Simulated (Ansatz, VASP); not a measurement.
## Si: VASP beside Ansatz

INCAR

```
PREC = Accurate ; ENCUT = 520
EDIFF = 1E-7 ; ISMEAR = 0
SIGMA = 0.1 ; LREAL = F
LASPH = T ; NELM = 60
ALGO = Normal ; ISIF = 2
LWAVE = F ; LCHARG = F
GGA = PS ; NBANDS = 11
```

KPOINTS

```
regular mesh
0
Gamma
  6 6 6
```

The input POSCAR:

```
Si
1.0
    0.0000000000      2.8068168287      2.8068168287
    2.8068168287      0.0000000000      2.8068168287
    2.8068168287      2.8068168287      0.0000000000
Si
2
Direct
    0.5000000000      0.5000000000      0.5000000000
    0.7500000000      0.7500000000      0.7500000000
```

Input for Ansatz:

```yaml
crystal:
  lattice:
    - [0.0, 2.8068168287, 2.8068168287]
    - [2.8068168287, 0.0, 2.8068168287]
    - [2.8068168287, 2.8068168287, 0.0]
  atoms:
    - { symbol: Si, position: [0.5, 0.5, 0.5] }
    - { symbol: Si, position: [0.75, 0.75, 0.75] }
basis:
  ecutwfc: 420
kpoints:
  mp_grid: { grid: [6, 6, 6] }
hamiltonian:
  xc: pbesol
scf:
  occupations: { method: gaussian, width: 0.1 }
output:
  forces: true
  stress: true
  eigenvalues: true
```

Alike in both runs: task single point; functional PBEsol; k mesh 6 × 6 × 6; occupations gaussian, width 0.1 eV; no spin polarisation.

|  | VASP | Ansatz |
| --- | --- | --- |
| version | VASP 6.6.1 | Ansatz 0.2.0 |
| potentials or method | VASP PAW PBE potentials, release 64 (Si), cutoff 520 eV | scalar-relativistic, plane waves, PAW |
| valence electrons in the cell | 8 | 8 |

VASP gave:

| Property | Result |
| --- | --- |
| gap on the k mesh at the Fermi level (eV) | 0.75 |
| least direct gap on the mesh (eV) | 2.23 |
| pressure (GPa) | -7.3 |

Problem. Estimate Ansatz's values.

Solution. gap on the k mesh at the Fermi level (eV): 0.75; least direct gap on the mesh (eV): 2.22; pressure (GPa): -7.4.

VASP's potentials were made for PBE, not for PBEsol. With one functional, cell and mesh, what is left measures potentials, basis and numerics.
